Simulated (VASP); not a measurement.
Input of a VASP 6.6.1 run:

The input POSCAR:

```
SnSe2
1.0
    3.8251638413      0.0000000000      0.0000000000
   -1.9125819206      3.3126890602      0.0000000000
    0.0000000000      0.0000000000      6.2270560770
Sn Se
1 2
Direct
    0.0000000000      0.0000000000      0.0000000000
    0.3333333333      0.6666666667      0.2530760460
    0.6666666667      0.3333333333      0.7469239540
```

INCAR.step1

```
SYSTEM = SnSe2
PREC = Accurate
ENCUT = 520
ISMEAR = 0
SIGMA = 0.01
LREAL = .False.
LASPH = .True.
NELM = 80
NBANDS = 20
GGA = PE
ALGO = Normal
EDIFF = 1E-4
LWAVE = .True.
LCHARG = .False.
```

INCAR.step2

```
SYSTEM = SnSe2
PREC = Accurate
ENCUT = 520
EDIFF = 1E-6
ISMEAR = 0
SIGMA = 0.01
LREAL = .False.
LASPH = .True.
NELM = 80
ALGO = Normal
ISIF = 2
LWAVE = .False.
LCHARG = .False.
METAGGA = R2SCAN
LMIXTAU = .True.
NBANDS = 20
ISTART = 1
```

KPOINTS

```
regular mesh
0
Gamma
  6 6 2
  0 0 0
```

Potentials or basis: VASP PAW PBE potentials, release 64 (Sn_d, Se).

The run is started by

```bash
$ cat potpaw_PBE.64/Sn_d/POTCAR potpaw_PBE.64/Se/POTCAR > POTCAR
$ cp INCAR.step1 INCAR
$ mpirun -np 1 vasp_std > vasp.out
$ cp INCAR.step2 INCAR
$ mpirun -np 1 vasp_std > vasp.out
```

Task: Predict the band gap on the k mesh.

Result: 1.07 eV, indirect (least direct gap 1.54 eV).

Task: Estimate the pressure.

Result: 1.0 GPa.

Stress tensor (GPa, compression positive):
```
1.09 0.00 0.00
0.00 1.09 0.00
0.00 0.00 0.76
```

Caveat: the k points lie up to 0.50 Å⁻¹ apart; the PAW data sets were made with another functional, which shifts forces and pressure a little; spin-orbit coupling is left out, which moves the levels of the heavy elements. A k mesh can miss the band edges.
